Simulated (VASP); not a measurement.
Input of a VASP 6.6.1 run:

INCAR

```
  PREC = Accurate
  ENCUT = 520
  EDIFF = 1E-6
  ISMEAR = -1
  SIGMA = 0.05
  LREAL = F
  LASPH = T
  NELM = 80
  ALGO = Normal
  ISIF = 2
  LWAVE = F
  LCHARG = F
  GGA = RE
  IVDW = 13
  NBANDS = 60
```

The input KPOINTS:

```
Automatic mesh
0
Gamma
  6 6 6
```

The input POSCAR:

```
TiO2
1.0
    4.7882249746      0.0000000000      0.0092662851
    0.0000000000      4.8687175913      0.0000000000
   -0.8489346858      0.0000000000      4.9602524579
Ti O
4 8
Direct
    0.2773590642      0.0541313533      0.2150824224
    0.7226409358      0.5541313533      0.2849175776
    0.7226409358      0.9458686467      0.7849175776
    0.2773590642      0.4458686467      0.7150824224
    0.0648187653      0.1749517178      0.8487317682
    0.9351812347      0.6749517178      0.6512682318
    0.9351812347      0.8250482822      0.1512682318
    0.0648187653      0.3250482822      0.3487317682
    0.4444659378      0.7583138552      0.4644897173
    0.5555340622      0.2583138552      0.0355102827
    0.5555340622      0.2416861448      0.5355102827
    0.4444659378      0.7416861448      0.9644897173
```

Potentials or basis: VASP PAW PBE potentials, release 64 (Ti_sv, O).

Command:

```sh
$ cat potpaw_PBE.64/Ti_sv/POTCAR potpaw_PBE.64/O/POTCAR > POTCAR
$ mpirun -np 1 vasp_std > vasp.out
```

Q: Predict the dispersion energy per atom.

A: -0.445 eV.

Q: Estimate the pressure.

A: 0.8 GPa.

Forces on the atoms (eV/Å):
```
Ti   0.025 -0.034 -0.002
Ti  -0.025 -0.034  0.002
Ti  -0.025  0.034  0.002
Ti   0.025  0.034 -0.002
O   -0.021 -0.015  0.000
O    0.021 -0.015  0.000
O    0.021  0.015  0.000
O   -0.021  0.015  0.000
O   -0.026 -0.008  0.018
O    0.026 -0.008 -0.018
O    0.026  0.008 -0.018
O   -0.026  0.008  0.018
```

Caveat: the PAW data sets were made with another functional, which shifts forces and pressure a little.
